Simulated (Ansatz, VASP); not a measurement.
# CaBe: VASP beside Ansatz

```xyz
4
Lattice="5.0059 0.0000 0.0000 -2.5030 4.3353 0.0000 0.0000 0.0000 4.1671" Properties=species:S:1:pos:R:3 pbc="T T T"
Ca    0.0000    2.8902    1.0418
Ca    2.5030    1.4451    3.1253
Be    0.0000    0.0000    0.0000
Be    0.0000    0.0000    2.0835
```

Alike in both runs: task relaxation of cell and atoms; functional PBE; k mesh 12 × 12 × 10; occupations fermi-dirac, width 0.15 eV; no spin polarisation.

|  | VASP | Ansatz |
| --- | --- | --- |
| version | VASP 6.6.1 | Ansatz 0.2.0 |
| potentials or method | VASP PAW PBE potentials, release 64 (Ca_sv, Be), cutoff 600 eV | scalar-relativistic, plane waves, PAW |
| valence electrons in the cell | 24 | 24 |

|  | VASP | Ansatz | Ansatz less VASP |
| --- | --- | --- | --- |
| gap on the k mesh at the Fermi level, each at its own relaxed structure (eV) | none | none | - |
| relaxed volume (Å³/atom) | 22.70 | 22.65 | -0.052 |
| relaxed cell length with the largest relative difference (Å) | 5.014 | 5.010 | -0.0041 |

A gap of «none» marks a metal or a gap that the smearing closes.
